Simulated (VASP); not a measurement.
## Bi2Te3: electric field gradients with PBE

The system is Bi2Te3.

```
Bi Te
1.0
     2.14823    1.24028    9.95815
    -2.14823    1.24028    9.95815
     0.00000   -2.48057    9.95815
Bi Te
2 3
Direct
  0.40000 0.40000 0.40000
  0.60000 0.60000 0.60000
  0.00000 0.00000 0.00000
  0.20950 0.20950 0.20950
  0.79050 0.79050 0.79050
```

| Item | Value |
| --- | --- |
| Program | VASP 6.6.1 |
| Task | electric field gradients |
| Functional | PBE |
| Potentials or basis | VASP PAW PBE potentials, release 64 (Bi_d, Te) |
| Cutoff | 520 eV |
| k mesh | 7 × 7 × 7 |
| Occupations | fermi-dirac, width 0.08 eV |
| Spin | no spin polarisation |
| Dipole correction | no |
| Further INCAR settings | ALGO = Normal; EDIFF = 1e-08; NBANDS = 32 |

```
Pressure                                : 5.8 GPa
Largest force                           : 0.391 eV/Å
Band gap on the k mesh                  : 0.24 eV
Largest electric field gradient by atom : Bi +27.7; Te +93.9, +7.6 (each value once) V/Å²
```

Forces on the atoms (eV/Å):
```
Bi   0.000  0.000 -0.142
Bi   0.000  0.000  0.142
Te   0.000  0.000  0.000
Te   0.000  0.000 -0.391
Te   0.000  0.000  0.391
```

Levels at points of the mesh, in eV from the valence-band top:
```tsv
k point	band 22	band 23	band 24	band 25	band 26	band 27
(0.00, 0.00, 0.00)	-1.04	-1.04	0.00	0.24	0.53	0.53
```

Electric field gradients, principal values (V/Å²):
```csv
atom,least,middle,greatest (by size)
1 Bi,-13.869,-13.869,27.739
2 Bi,-13.869,-13.869,27.739
3 Te,-46.959,-46.959,93.918
4 Te,-3.778,-3.778,7.555
5 Te,-3.778,-3.778,7.555
```

It took 27 min on 1 thread of Oxide Virtual Turin-like Processor (shared host), peak memory 0.93 GiB.

Caveat: the cell stands under pressure; without QUAD_EFG the Cq values of the log hold for a quadrupole moment of 1 mb, not for the nuclei; spin-orbit coupling is left out, which moves the levels of the heavy elements; an odd mesh through Γ misses points on the zone boundary, where band edges can lie.
